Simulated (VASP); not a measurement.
A run of VASP 6.6.1:

File INCAR:

```
PREC = Accurate ; ENCUT = 520
EDIFF = 1E-6 ; ISMEAR = -1
SIGMA = 0.08 ; LREAL = False
LASPH = True ; NELM = 60
ALGO = Normal ; ISIF = 2
LWAVE = False ; LCHARG = False
NBANDS = 16
```

File KPOINTS:

```
regular mesh
0
Gamma
  11 11 11
```

Contents of POSCAR:

```
InSb
1.0
    0.0000000000      2.9283481094      2.9283481094
    2.9283481094      0.0000000000      2.9283481094
    2.9283481094      2.9283481094      0.0000000000
In Sb
1 1
Direct
    0.0000000000      0.0000000000      0.0000000000
    0.5000000000      0.5000000000      0.5000000000
```

Potentials or basis: VASP PAW LDA potentials, release 64 (In_d, Sb).

The run is started by

```bash
$ cat potpaw_LDA.64/In_d/POTCAR potpaw_LDA.64/Sb/POTCAR > POTCAR
$ mpirun -np 1 vasp_std > vasp.out
```

Hardware: 1 thread of Intel(R) Xeon(R) Platinum 8375C CPU @ 2.90GHz (Ice Lake), on a shared host.

**Question.** How long does it take, and how much memory?

**Answer.** It took 22 s on 1 thread of Intel(R) Xeon(R) Platinum 8375C CPU @ 2.90GHz (Ice Lake) (shared host), peak memory 0.18 GiB. Counts: scf iterations 10, k points 56.
